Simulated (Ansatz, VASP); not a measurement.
**Al: VASP beside Ansatz**

```
CELL_PARAMETERS angstrom
2.76990 0.00000 0.00000
-1.38495 2.39880 0.00000
0.00000 0.00000 4.48990
ATOMIC_POSITIONS crystal
Al 0.66667 0.33333 0.75000
Al 0.33333 0.66667 0.25000
```

Alike in both runs: task single point; functional PBEsol; k mesh 18 × 18 × 10; occupations gaussian, width 0.15 eV; no spin polarisation.

|  | VASP | Ansatz |
| --- | --- | --- |
| version | VASP 6.6.1 | Ansatz 0.2.0 |
| potentials or method | VASP PAW PBE potentials, release 64 (Al), cutoff 520 eV | scalar-relativistic, plane waves, PAW |
| valence electrons in the cell | 6 | 6 |

|  | VASP | Ansatz | Ansatz less VASP |
| --- | --- | --- | --- |
| gap on the k mesh at the Fermi level (eV) | none | none | - |
| pressure (GPa) | 8.7 | 8.5 | -0.12 |
| traceless stress, the component that is largest in VASP (GPa) | 0.36 | 0.36 | -0.002 |

VASP's potentials were made for PBE, not for PBEsol, and Ansatz warns of the same on its side. A gap of «none» marks a metal or a gap that the smearing closes. The functional is the same, so the differences come from potentials, cutoffs and numerics.
